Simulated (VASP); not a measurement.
# Sr (P6_3/mmc) in VASP: notebook

Sr is run at these levels: PBEsol; tasks: single point.

Everything below comes from runs of VASP 6.6.1. Logs are shortened: lines on timing, memory, paths and dates and some standing lists are left out, and cuts for length are marked.

### 1 The cell of the first run

Symmetry: P6_3/mmc, No. 194, hexagonal system. Conventional cell: a = 3.204 Å, b = 3.204 Å, c = 4.753 Å, α = 90.00°, β = 90.00°, γ = 120.00°. Sr (site symmetry -6m2) has 12 Sr at 3.01 to 3.20 Å within 4.0 Å.

This isn't the form of Sr at room conditions, which is fcc.

### 2 Single point, PBEsol

File INCAR:

```
PREC     = Accurate       # precision mode
ENCUT    = 520            # plane-wave cutoff, eV
EDIFF    = 1E-6           # SCF threshold, eV
ISMEAR   = -1             # smearing method
SIGMA    = 0.08           # smearing width, eV
LREAL    = F              # projectors in reciprocal space
LASPH    = T              # aspherical terms in the spheres
NELM     = 60             # most SCF steps
ALGO     = Normal         # electronic algorithm
ISIF     = 2              # what is computed and relaxed
LWAVE    = F              # write WAVECAR
LCHARG   = F              # write CHGCAR
GGA      = PS             # functional
NBANDS   = 17             # bands
```

File KPOINTS:

```
Automatic mesh
0
Gamma
  14 14 8
```

File POSCAR:

```
Sr
1.0
    3.2036518283      0.0000000000      0.0000000000
   -1.6018259141      2.7744438682      0.0000000000
    0.0000000000      0.0000000000      4.7532356457
Sr
2
Direct
    0.3333333333      0.6666666667      0.2500000000
    0.6666666667      0.3333333333      0.7500000000
```

Potentials or basis: VASP PAW PBE potentials, release 64 (Sr_sv).

On the command line:

```bash
> cat potpaw_PBE.64/Sr_sv/POTCAR > POTCAR
> mpirun -np 1 vasp_std > vasp.out
```

OUTCAR:

```text
PREC = Accurate
   ENCUT = 520
   EDIFF = 1E-6
   ISMEAR = -1
   LREAL = F
   LASPH = T
   NELM = 60
   ISIF = 2
   GGA = PS

 ion  position               nearest neighbor table
   1  0.333  0.667  0.250-   2 3.01   2 3.01   2 3.01   2 3.01   2 3.01   2 3.01   2 4.40   2 4.40
                             2 4.40   2 4.40   2 4.40   2 4.40
   2  0.667  0.333  0.750-   1 3.01   1 3.01   1 3.01   1 3.01   1 3.01   1 3.01   1 4.40   1 4.40
                             1 4.40   1 4.40   1 4.40   1 4.40

  LATTYP: Found a hexagonal cell.
 ALAT       =     3.2036518283
 C/A-ratio  =     1.4836929543

  Lattice vectors:

 A1 = (   3.2036518283,   0.0000000000,   0.0000000000)
 A2 = (  -1.6018259141,   2.7744438682,   0.0000000000)
 A3 = (   0.0000000000,   0.0000000000,   4.7532356457)

Analysis of symmetry for initial positions (statically):
=====================================================================
 Subroutine PRICEL returns:
 Original cell was already a primitive cell.

 Routine SETGRP: Setting up the symmetry group for a
 hexagonal supercell.

 Subroutine GETGRP returns: Found 24 space group operations
 (whereof 12 operations were pure point group operations)
 out of a pool of 24 trial point group operations.

The static configuration has the point symmetry D_3d.
 The point group associated with its full space group is D_6h.

Analysis of symmetry for dynamics (positions and initial velocities):
=====================================================================
 Subroutine PRICEL returns:
 Original cell was already a primitive cell.

 Routine SETGRP: Setting up the symmetry group for a
 hexagonal supercell.

 Subroutine GETGRP returns: Found 24 space group operations
 (whereof 12 operations were pure point group operations)
 out of a pool of 24 trial point group operations.

The dynamic configuration has the point symmetry D_3d.
 The point group associated with its full space group is D_6h.

 Subroutine INISYM returns: Found 24 space group operations
 (whereof 12 operations are pure point group operations),
 and found     1 'primitive' translations

----------------------------------------------------------------------------------------

                                     Primitive cell

  volume of cell :      42.2484

  direct lattice vectors                    reciprocal lattice vectors
     3.203651828  0.000000000  0.000000000     0.312143783  0.180216297  0.000000000
    -1.601825914  2.774443868  0.000000000     0.000000000  0.360432594  0.000000000
     0.000000000  0.000000000  4.753235646     0.000000000  0.000000000  0.210383005

  length of vectors
     3.203651828  3.203651828  4.753235646     0.360432594  0.360432594  0.210383005

  position of ions in fractional coordinates (direct lattice)
     0.333333333  0.666666667  0.250000000
     0.666666667  0.333333333  0.750000000

  ion indices of the primitive-cell ions
   primitive index   ion index
                 1           1
                 2           2

----------------------------------------------------------------------------------------

 KPOINTS: Automatic mesh

Automatic generation of k-mesh.
 Grid dimensions read from file:
 generate k-points for:   14   14    8

 Generating k-lattice:

  Cartesian coordinates                     Fractional coordinates (reciprocal lattice)
     0.022295984  0.012872593  0.000000000     0.071428571  0.000000000  0.000000000
     0.000000000  0.025745185  0.000000000     0.000000000  0.071428571  0.000000000
     0.000000000  0.000000000  0.026297876     0.000000000  0.000000000  0.125000000

  Length of vectors
     0.025745185  0.025745185  0.026297876

  Shift w.r.t. Gamma in fractional coordinates (k-lattice)
     0.000000000  0.000000000  0.000000000

 Subroutine IBZKPT returns following result:
 ===========================================

 Found    120 irreducible k-points:

 Following reciprocal coordinates:
            Coordinates               Weight
  0.000000  0.000000  0.000000      1.000000
  0.071429  0.000000  0.000000      6.000000
  0.142857  0.000000  0.000000      6.000000
  0.214286  0.000000  0.000000      6.000000
  0.285714 -0.000000  0.000000      6.000000
  0.357143  0.000000  0.000000      6.000000
[... 16 lines left out ...]
  0.285714  0.285714  0.000000      6.000000
  0.357143  0.285714  0.000000      6.000000
 [... further k-points ...]
   k-points           NKPTS =    120   k-points in BZ     NKDIM =    120   number of bands    NBANDS=     17
   number of dos      NEDOS =    301   number of ions     NIONS =      2
   total plane-waves  NPLWV =  20736
   dimension x,y,z NGX =    24 NGY =   24 NGZ =   36
   dimension x,y,z NGXF=    48 NGYF=   48 NGZF=   72
   ions per type =               2
   NGX,Y,Z   is equivalent  to a cutoff of  12.45, 12.45, 12.59 a.u.
   NGXF,Y,Z  is equivalent  to a cutoff of  24.91, 24.91, 25.18 a.u.
 SYSTEM =  unknown system
   PREC   = accura    normal or accurate (medium, high low for compatibility)
   ISTART =      0    job   : 0-new  1-cont  2-samecut
   ICHARG =      2    charge: 1-file 2-atom 10-const
   ISPIN  =      1    spin polarized calculation?
   LNONCOLLINEAR =      F non collinear calculations
   LSORBIT =      F    spin-orbit coupling
   LASPH  =      T    aspherical Exc in radial PAW
   ENCUT  =  520.0 eV  38.22 Ry    6.18 a.u.   5.96  5.96  8.84*2*pi/ulx,y,z
   NELM   =     60;   NELMIN=  2; NELMDL= -5     # of ELM steps
   EDIFF  = 0.1E-05   stopping-criterion for ELM
   LREAL  =      F    real-space projection
   EDIFFG = 0.1E-04   stopping-criterion for IOM
   NSW    =      0    number of steps for IOM
   IBRION =     -1    ionic relax: 0-MD 1-quasi-New 2-CG
   NFREE  =      0    steps in history (QN), initial steepest desc. (CG)
   ISIF   =      2    stress and relaxation
   ISYM   =      2    0-nonsym 1-usesym 2-fastsym
   POTIM  = 0.5000    time-step for ionic-motion
   TEBEG  =    0.0;   TEEND  =   0.0 temperature during run
   PSTRESS=    0.0 pullay stress
   NELECT =      20.0000    total number of electrons
   NUPDOWN=      -1.0000    fix difference up-down
   EMIN   =  10.00;   EMAX   =-10.00  energy-range for DOS
   EFERMI =   0.00;   METHOD = LEGACY
   ISMEAR =    -1;   SIGMA  =   0.08  broadening in eV -4-tet -1-fermi 0-gaus
   EFERMI_NEDOS =   21; number of points for ismear=-14 and -15
   IALGO  =     38    algorithm
   IMIX   =      4    mixing-type and parameters
     AMIX     =   0.40;   BMIX     =  1.00
     AMIX_MAG =   1.60;   BMIX_MAG =  1.00
  volume/ion in A,a.u.               =      21.12       142.55
  Fermi-wavevector in a.u.,A,eV,Ry     =   1.275894  2.411090 22.149003  1.627906
  Thomas-Fermi vector in A             =   2.408581
   LORBIT       =      0    0 simple, 1 ext, 2 COOP (PROOUT), +10 PAW based schemes
   GGA     = PS    functional components
   LHFCALC =     F    Hartree Fock is set to
   AEXX    =    0.0000 exact exchange contribution
   IVDW    =     0    specifies the selected vdW correction
   LEPSILON=     F    determine dielectric tensor
   LRPA    =     F    only Hartree local field effects (RPA)
 non-spin polarized calculation
  energy-cutoff  :      520.00
  volume of cell :       42.25
 maximum number of plane-waves:      1164
 NGX is ok and might be reduce to    24
   NGX = 11   NGY = 11   NGZ = 17

 number of electron      20.0000000 magnetization

 Free energy of the ion-electron system (eV)
  ---------------------------------------------------
  ext. energy  EPLUGINS =         0.00000000
  ---------------------------------------------------
  free energy    TOTEN  =         0.42627420 eV

  energy without entropy =        0.44843166  energy(sigma->0) =        0.43735293

 E-fermi :   6.1494     XC(G=0): -11.1469

 val. band max:        6.1394099859   @ k =   0.2143   0.2143   0.1250
 cond. band min:       6.1992288296   @ k =   0.2857   0.0714   0.0000
 fundamental gap:      0.0598188437
 Fermi energy:         6.1493622770

 k-point     1 :       0.0000    0.0000    0.0000
  band No.  band energies     occupation
      1     -29.8435      2.00000
      2     -28.9575      2.00000
      3     -13.5324      2.00000
      4     -10.7962      2.00000
      5     -10.7962      2.00000
      6     -10.2078      2.00000
[... 9 lines left out ...]
     16      10.6288      0.00000
     17      10.6288      0.00000

 k-point     2 :       0.0714    0.0000    0.0000
  band No.  band energies     occupation
      1     -29.8195      2.00000
      2     -28.9514      2.00000
      3     -13.4869      2.00000
      4     -10.9129      2.00000
      5     -10.8379      2.00000
      6     -10.3275      2.00000
[... 9 lines left out ...]
     16      10.5410      0.00000
     17      10.7272      0.00000

 k-point     3 :       0.1429    0.0000    0.0000
  band No.  band energies     occupation
      1     -29.7507      2.00000
      2     -28.9355      2.00000
      3     -13.3531      2.00000
      4     -11.2327      2.00000
      5     -10.9474      2.00000
      6     -10.6434      2.00000
[... 9 lines left out ...]
     16      10.8519      0.00000
     17      11.0705      0.00000

 k-point     4 :       0.2143    0.0000    0.0000
  band No.  band energies     occupation
      1     -29.6453      2.00000
      2     -28.9168      2.00000
      3     -13.1403      2.00000
      4     -11.6768      2.00000
      5     -11.0921      2.00000
      6     -11.0587      2.00000
[... 9 lines left out ...]
     16      10.7095      0.00000
     17      11.9163      0.00000
[... 343 lines left out ...]
      1     -29.1544      2.00000
      2     -28.9666      2.00000
      3     -12.6963      2.00000
      4     -12.0371      2.00000
      5     -11.9307      2.00000
      6     -11.8138      2.00000
[... 9 lines left out ...]
     16      14.7582      0.00000
     17      15.4511      0.00000

 k-point    23 :       0.2857    0.2857    0.0000
  band No.  band energies     occupation
      1     -29.1412      2.00000
      2     -28.9726      2.00000
      3     -12.6136      2.00000
      4     -12.1171      2.00000
      5     -11.8918      2.00000
      6     -11.7716      2.00000
[... 9 lines left out ...]
     16      14.4595      0.00000
     17      15.3535      0.00000

 k-point    24 :       0.3571    0.2857    0.0000
  band No.  band energies     occupation
      1     -29.0836      2.00000
      2     -29.0098      2.00000
      3     -12.6390      2.00000
      4     -11.9952      2.00000
      5     -11.9497      2.00000
      6     -11.6978      2.00000
[... 9 lines left out ...]
     16      15.0066      0.00000
     17      15.5745      0.00000

 [... further k-points ...]
[... 5 lines left out ...]
  --------------------------------------------------------------------------------------
  -------------------------------------------------------------------------------------
  Total        9.6977127      9.6977127      9.7570947      0.0000000      0.0000000     -0.0000000
  in kB      367.7640690    367.7640690    370.0160009      0.0000000      0.0000000     -0.0000000
  external PRESSURE =     368.5147130 kB  Pullay stress =       0.0000000 kB

 VOLUME and BASIS-vectors are now :
 -----------------------------------------------------------------------------
  energy-cutoff  :      520.00
  volume of cell :       42.25
      direct lattice vectors                 reciprocal lattice vectors
     3.203651828  0.000000000  0.000000000     0.312143783  0.180216297  0.000000000
    -1.601825914  2.774443868  0.000000000     0.000000000  0.360432594  0.000000000
     0.000000000  0.000000000  4.753235646     0.000000000  0.000000000  0.210383005

 POSITION                                       TOTAL-FORCE (eV/Angst)
 -----------------------------------------------------------------------------------
     -0.00000      1.84963      1.18831        -0.000000     -0.000000      0.000000
      1.60183      0.92481      3.56493         0.000000      0.000000      0.000000
 -----------------------------------------------------------------------------------
    total drift:                                0.000000     -0.000000      0.000000

  FREE ENERGIE OF THE ION-ELECTRON SYSTEM (eV)
  ---------------------------------------------------
  free  energy   TOTEN  =         0.4262742010 eV

  energy  without entropy=        0.4484316610  energy(sigma->0) =        0.43735293
```

It took 78 s on 1 thread of AMD EPYC 7R43 (Zen 3), shared host; peak memory 0.17 GiB.

Results:

| Quantity | Value |
| --- | --- |
| Free energy | 0.4263 eV |
| Pressure | 36.9 GPa |
| Band gap on the k mesh | zero (bands 10 and 11 overlap by 1.12 eV) |

Levels at points of the mesh, in eV from the Fermi level:
| k point | band 6 | band 7 | band 8 | band 9 | band 10 | band 11 | band 12 | band 13 | band 14 | band 15 |
| --- | --- | --- | --- | --- | --- | --- | --- | --- | --- | --- |
| (0.00, 0.00, 0.00) | -16.36 | -16.36 | -16.06 | -3.63 | -2.18 | 2.71 | 2.71 | 4.20 | 4.21 | 4.21 |
| (0.50, 0.00, 0.00) | -17.62 | -17.16 | -16.56 | -2.12 | -0.86 | -0.66 | 2.06 | 2.90 | 4.42 | 4.95 |
| (0.00, 0.00, 0.50) | -16.66 | -16.66 | -16.66 | -1.64 | -1.64 | 2.47 | 2.47 | 2.47 | 2.47 | 2.75 |
| (0.50, 0.00, 0.50) | -17.12 | -16.89 | -16.89 | -1.79 | -1.79 | 0.61 | 0.61 | 4.92 | 4.92 | 5.18 |

Caveat: the cell stands under pressure; the PAW data sets were made with another functional, which shifts forces and pressure a little.

(Part 1 of 2 ends here.)
